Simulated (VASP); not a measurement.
Set up this calculation in VASP 6.6.1, as the native input.

```yaml
Task: single point
Functional: PBE
Potentials_or_basis: VASP PAW PBE potentials, release 64 (K_sv, Hf_pv, As)
Cutoff: 520 eV
k_mesh: 4 × 4 × 4
Occupations: gaussian, width 0.1 eV
Spin: no spin polarisation
Dipole_correction: no
Further_INCAR_settings: ALGO = Normal; EDIFF = 1e-06; NBANDS = 19
```

The structure of KHfAs lies in POSCAR:

```
KHfAs
1.0
    4.6581778264      0.0000000000      0.0000000000
    0.0000000000      4.6581778264      0.0000000000
    0.0000000000      0.0000000000      5.0930958728
K Hf As
1 1 1
Direct
    0.5000000000      0.5000000000      0.5000000000
    0.0000000000      0.0000000000      0.0000000000
    0.0000000000      0.0000000000      0.5000000000
```

The cell was generated, and may not be a known phase.

The input as run:

INCAR

```
PREC = Accurate
ENCUT = 520
EDIFF = 1E-6
ISMEAR = 0
SIGMA = 0.1
LREAL = F
LASPH = T
NELM = 100
ALGO = Normal
ISIF = 2
LWAVE = F
LCHARG = F
GGA = PE
NBANDS = 19
```

KPOINTS

```
regular mesh
0
Gamma
  4 4 4
```

Potentials or basis: VASP PAW PBE potentials, release 64 (K_sv, Hf_pv, As).

Launch:

```console
$ cat potpaw_PBE.64/K_sv/POTCAR potpaw_PBE.64/Hf_pv/POTCAR potpaw_PBE.64/As/POTCAR > POTCAR
$ mpirun -np 1 vasp_std > vasp.out
```

It gave:

The pressure is 0.0 GPa. The band gap on the k mesh is zero (bands 12 and 13 overlap by 0.20 eV).

Caveat: spin-orbit coupling is left out, which moves the levels of the heavy elements.

Wall time 24 s on 1 thread of Intel(R) Xeon(R) Platinum 8488C (Sapphire Rapids), with other jobs on the host, peak memory 0.24 GiB.
